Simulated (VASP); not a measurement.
# Ga3AsP2 in VASP: further runs, part 2 of 2

VASP 6.6.1. The steps go on from the part before.

**4. Single point, PBE**

Contents of INCAR:

```
SYSTEM = Ga3AsP2
PREC = Accurate ; ENCUT = 520
EDIFF = 1E-7 ; ISMEAR = 0
SIGMA = 0.1 ; LREAL = .FALSE.
LASPH = .TRUE. ; NELM = 100
ALGO = Normal ; ISIF = 2
LWAVE = .FALSE. ; LCHARG = .FALSE.
GGA = PE ; NBANDS = 66
```

Contents of KPOINTS:

```
Automatic mesh
0
G
  6 6 1
  0 0 0
```

Contents of POSCAR:

```
Ga3AsP2
1.0
    3.9366708507     -0.0006955918     -0.0000514544
   -1.9689306554      3.4107245962      0.0000656416
   -0.0002791196      0.0003224893     19.4600363625
Ga P As
6 4 2
Direct
    0.3327233097      0.6661571880      0.3300009202
    0.3330845350      0.6664948004      0.6666178376
    0.3330679962      0.6665111919      0.0034180225
    0.6669573434      0.3334630336      0.1666464118
    0.6669562575      0.3335661059      0.5034284414
    0.6672234792      0.3337881472      0.8299661412
    0.3337054342      0.6668622363      0.1263047482
    0.3339433083      0.6671719728      0.7898917041
    0.6659775791      0.3328014016      0.2899070261
    0.6663111497      0.3330990918      0.6263170953
    0.3337129923      0.6669602870      0.4577682931
    0.6663366155      0.3331245436      0.9577333587
```

Potentials or basis: VASP PAW PBE potentials, release 64 (Ga_d, P, As).

Started as:

```sh
cat potpaw_PBE.64/Ga_d/POTCAR potpaw_PBE.64/P/POTCAR potpaw_PBE.64/As/POTCAR > POTCAR
mpirun -np 1 vasp_std > vasp.out
```

OUTCAR:

```text
SYSTEM = Ga3AsP2
   PREC = Accurate
   ENCUT = 520
   EDIFF = 1E-7
   ISMEAR = 0
   LREAL = .FALSE.
   LASPH = .TRUE.
   NELM = 100
   ISIF = 2
   GGA = PE

 ion  position               nearest neighbor table
   1  0.333  0.666  0.330-   9 2.40   9 2.40   9 2.40  11 2.49
   2  0.333  0.666  0.667-   8 2.40  10 2.40  10 2.40  10 2.40
   3  0.333  0.667  0.003-   7 2.39  12 2.44  12 2.44  12 2.44
   4  0.667  0.333  0.167-   9 2.40   7 2.40   7 2.41   7 2.41
   5  0.667  0.334  0.503-  10 2.39  11 2.44  11 2.44  11 2.44
   6  0.667  0.334  0.830-   8 2.40   8 2.40   8 2.40  12 2.49
   7  0.334  0.667  0.126-   3 2.39   4 2.40   4 2.41   4 2.41
   8  0.334  0.667  0.790-   2 2.40   6 2.40   6 2.40   6 2.40
   9  0.666  0.333  0.290-   4 2.40   1 2.40   1 2.40   1 2.40
  10  0.666  0.333  0.626-   5 2.39   2 2.40   2 2.40   2 2.40
  11  0.334  0.667  0.458-   5 2.44   5 2.44   5 2.44   1 2.49
  12  0.666  0.333  0.958-   3 2.44   3 2.44   3 2.44   6 2.49

  LATTYP: Found a simple monoclinic cell.
 ALAT       =     3.9370419463
 B/A-ratio  =     4.9428064604
 C/A-ratio  =     1.7317663284
 COS(beta)  =    -0.8659375811

  Lattice vectors:

 A1 = (   1.9677401953,   3.4100290044,   0.0000141872)
 A2 = (   0.0002791196,  -0.0003224893, -19.4600363625)
 A3 = (  -5.9044110460,  -3.4093334126,   0.0000372672)

Analysis of symmetry for initial positions (statically):
=====================================================================
 Subroutine PRICEL returns:
 Original cell was already a primitive cell.

 Routine SETGRP: Setting up the symmetry group for a
 simple monoclinic supercell.

 Subroutine GETGRP returns: Found  1 space group operations
 (whereof  1 operations were pure point group operations)
 out of a pool of  4 trial point group operations.

The static configuration has the point symmetry C_1 .

Analysis of symmetry for dynamics (positions and initial velocities):
=====================================================================
 Subroutine PRICEL returns:
 Original cell was already a primitive cell.

 Routine SETGRP: Setting up the symmetry group for a
 simple monoclinic supercell.

 Subroutine GETGRP returns: Found  1 space group operations
 (whereof  1 operations were pure point group operations)
 out of a pool of  4 trial point group operations.

The dynamic configuration has the point symmetry C_1 .

 Subroutine INISYM returns: Found  1 space group operations
 (whereof  1 operations are pure point group operations),
 and found     1 'primitive' translations

----------------------------------------------------------------------------------------

                                     Primitive cell

  volume of cell :     261.2613

  direct lattice vectors                    reciprocal lattice vectors
     3.936670851 -0.000695592 -0.000051454     0.254047659  0.146655706  0.000001214
    -1.968930655  3.410724596  0.000065642     0.000051811  0.293222740 -0.000004859
    -0.000279120  0.000322489 19.460036362     0.000000672 -0.000000601  0.051387365

  length of vectors
     3.936670912  3.938239480 19.460036367     0.293339580  0.293222745  0.051387365

  position of ions in fractional coordinates (direct lattice)
     0.332723310  0.666157188  0.330000920
[... 77 lines left out ...]
   total plane-waves  NPLWV = 135000
   dimension x,y,z NGX =    30 NGY =   30 NGZ =  150
   dimension x,y,z NGXF=    60 NGYF=   60 NGZF=  300
   ions per type =               6   4   2
   NGX,Y,Z   is equivalent  to a cutoff of  12.67, 12.66, 12.81 a.u.
   NGXF,Y,Z  is equivalent  to a cutoff of  25.34, 25.33, 25.63 a.u.
 SYSTEM =  Ga3AsP2
   PREC   = accura    normal or accurate (medium, high low for compatibility)
   ISTART =      0    job   : 0-new  1-cont  2-samecut
   ICHARG =      2    charge: 1-file 2-atom 10-const
   ISPIN  =      1    spin polarized calculation?
   LNONCOLLINEAR =      F non collinear calculations
   LSORBIT =      F    spin-orbit coupling
   LASPH  =      T    aspherical Exc in radial PAW
   ENCUT  =  520.0 eV  38.22 Ry    6.18 a.u.   7.32  7.32 36.18*2*pi/ulx,y,z
   NELM   =    100;   NELMIN=  2; NELMDL= -5     # of ELM steps
   EDIFF  = 0.1E-06   stopping-criterion for ELM
   LREAL  =      F    real-space projection
   EDIFFG = 0.1E-05   stopping-criterion for IOM
   NSW    =      0    number of steps for IOM
   IBRION =     -1    ionic relax: 0-MD 1-quasi-New 2-CG
   NFREE  =      0    steps in history (QN), initial steepest desc. (CG)
   ISIF   =      2    stress and relaxation
   ISYM   =      2    0-nonsym 1-usesym 2-fastsym
   POTIM  = 0.5000    time-step for ionic-motion
   TEBEG  =    0.0;   TEEND  =   0.0 temperature during run
   PSTRESS=    0.0 pullay stress
   NELECT =     108.0000    total number of electrons
   NUPDOWN=      -1.0000    fix difference up-down
   EMIN   =  10.00;   EMAX   =-10.00  energy-range for DOS
   EFERMI =   0.00;   METHOD = LEGACY
   ISMEAR =     0;   SIGMA  =   0.10  broadening in eV -4-tet -1-fermi 0-gaus
   EFERMI_NEDOS =   21; number of points for ismear=-14 and -15
   IALGO  =     38    algorithm
   IMIX   =      4    mixing-type and parameters
     AMIX     =   0.40;   BMIX     =  1.00
     AMIX_MAG =   1.60;   BMIX_MAG =  1.00
  volume/ion in A,a.u.               =      21.77       146.92
  Fermi-wavevector in a.u.,A,eV,Ry     =   1.219526  2.304570 20.235177  1.487244
  Thomas-Fermi vector in A             =   2.354775
   LORBIT       =      0    0 simple, 1 ext, 2 COOP (PROOUT), +10 PAW based schemes
   GGA     = PE    functional components
   LHFCALC =     F    Hartree Fock is set to
   AEXX    =    0.0000 exact exchange contribution
   IVDW    =     0    specifies the selected vdW correction
   LEPSILON=     F    determine dielectric tensor
   LRPA    =     F    only Hartree local field effects (RPA)
 non-spin polarized calculation
 Gauss-broadening in eV      SIGMA  =   0.10
  energy-cutoff  :      520.00
  volume of cell :      261.26
 maximum number of plane-waves:      7091
 NGX is ok and might be reduce to    30
   NGX = 15   NGY = 15   NGZ = 73

 number of electron     108.0000056 magnetization

 Free energy of the ion-electron system (eV)
  ---------------------------------------------------
  ext. energy  EPLUGINS =         0.00000000
  ---------------------------------------------------
  free energy    TOTEN  =       -52.74215899 eV

  energy without entropy =      -52.74215899  energy(sigma->0) =      -52.74215899

 E-fermi :   4.7040     XC(G=0):  -9.5811

 val. band max:        4.2706140927   @ k =   0.0000   0.0000   0.0000
 cond. band min:       5.1510387303   @ k =   0.0000   0.0000   0.0000
 fundamental gap:      0.8804246376
 Fermi energy:         4.7040194821

 k-point     1 :       0.0000    0.0000    0.0000
  band No.  band energies     occupation
      1     -10.6532      2.00000
      2     -10.6507      2.00000
      3     -10.6144      2.00000
      4     -10.6109      2.00000
      5     -10.5936      2.00000
      6     -10.5935      2.00000
[... 1369 lines left out ...]
     65       7.9637      0.00000
     66       8.7484      0.00000

------------------------ aborting loop because EDIFF is reached ----------------------------------------

  FORCE on cell =-STRESS in cart. coord.  units (eV):
  Direction    XX          YY          ZZ          XY          YZ          ZX
  --------------------------------------------------------------------------------------
  -------------------------------------------------------------------------------------
  Total        0.1025072      0.0609530      0.1281853      0.0220734     -0.0015103      0.0015767
  in kB        0.6286223      0.3737925      0.7860927      0.1353642     -0.0092620      0.0096690
  external PRESSURE =       0.5961692 kB  Pullay stress =       0.0000000 kB

 VOLUME and BASIS-vectors are now :
 -----------------------------------------------------------------------------
  energy-cutoff  :      520.00
  volume of cell :      261.26
      direct lattice vectors                 reciprocal lattice vectors
     3.936670851 -0.000695592 -0.000051454     0.254047659  0.146655706  0.000001214
    -1.968930655  3.410724596  0.000065642     0.000051811  0.293222740 -0.000004859
    -0.000279120  0.000322489 19.460036362     0.000000672 -0.000000601  0.051387365

 POSITION                                       TOTAL-FORCE (eV/Angst)
 -----------------------------------------------------------------------------------
     -0.00189      2.27195      6.42186         0.000341      0.001786     -0.010849
     -0.00122      2.27321     12.97243         0.000228      0.000716      0.008748
     -0.00114      2.27306      0.06654         0.001611      0.000475      0.013012
      1.96898      1.13694      3.24293        -0.001152     -0.000805      0.002845
      1.96868      1.13740      9.79672        -0.000494     -0.000724      0.015524
      1.96920      1.13826     16.15116        -0.001324     -0.001041     -0.008638
      0.00065      2.27429      2.45792        -0.000956     -0.000608      0.001473
      0.00079      2.27556     15.37135        -0.000647     -0.001319     -0.004602
      1.96639      1.13472      5.64159         0.002110      0.000782     -0.001395
      1.96702      1.13585     12.18814         0.001401      0.001001     -0.002875
      0.00039      2.27473      8.90821        -0.000994     -0.000959     -0.008250
      1.96698      1.13604     18.63751        -0.000124      0.000697     -0.004992
 -----------------------------------------------------------------------------------
    total drift:                               -0.000009      0.000007      0.001548

  FREE ENERGIE OF THE ION-ELECTRON SYSTEM (eV)
  ---------------------------------------------------
  free  energy   TOTEN  =       -52.7421589904 eV

  energy  without entropy=      -52.7421589903  energy(sigma->0) =      -52.74215899
```

Run time: 13 min. Hardware: 1 thread of Intel Xeon Platinum 8259CL at 2.50GHz (Skylake/Cascade Lake), shared host; peak memory 0.51 GiB.

What came out:

```yaml
Free_energy: -52.7422 eV
Pressure: 0.1 GPa
Largest_force: 0.016 eV/Å
Band_gap_on_the_k_mesh: 0.88 eV, direct
```

Forces on the atoms (eV/Å):
```
Ga   0.000  0.002 -0.011
Ga   0.000  0.001  0.009
Ga   0.002  0.000  0.013
Ga  -0.001 -0.001  0.003
Ga   0.000 -0.001  0.016
Ga  -0.001 -0.001 -0.009
P   -0.001 -0.001  0.001
P   -0.001 -0.001 -0.005
P    0.002  0.001 -0.001
P    0.001  0.001 -0.003
As  -0.001 -0.001 -0.008
As   0.000  0.001 -0.005
```
